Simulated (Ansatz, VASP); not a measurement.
## Two plane-wave programs on Ga2O3

```
Ga O
1.0
     2.52872    1.45996    4.54104
    -2.52872    1.45996    4.54104
     0.00000   -2.91992    4.54104
Ga O
4 6
Cartesian
  0.0000 0.0000 4.7230
  0.0000 0.0000 2.0885
  0.0000 0.0000 8.6501
  0.0000 0.0000 11.7846
  -1.0065 1.4600 7.9468
  -0.7611 -1.6016 7.9468
  1.7676 0.1416 7.9468
  0.9844 -1.4600 5.6763
  0.7722 1.5825 5.6763
  -1.7566 -0.1226 5.6763
```

Alike in both runs: task single point; functional PBE; k mesh 6 × 6 × 6; occupations tetrahedron; no spin polarisation.

```csv
,VASP,Ansatz
version,VASP 6.6.1,Ansatz 0.2.0
potentials or method,"VASP PAW PBE potentials, release 64 (Ga_d, O), cutoff 600 eV","scalar-relativistic, plane waves, PAW"
valence electrons in the cell,88,88
```

VASP gave:

| Quantity | Value |
| --- | --- |
| gap on the k mesh at the Fermi level (eV) | 1.68 |
| pressure (GPa) | 2.7 |
| traceless stress, the component that is largest in VASP (GPa) | -1.72 |
| rms of the force components (eV/Å) | 1.215 |

Q: Estimate Ansatz's values.

A: gap on the k mesh at the Fermi level (eV): 1.69; pressure (GPa): 2.0; traceless stress, the component that is largest in VASP (GPa): -1.63; rms of the force components (eV/Å): 1.201.

Atom by atom the forces differ by 0.016 eV/Å (rms over components). Ansatz's warnings: band table not solved further, tetrahedron derivatives may miss energy slope.
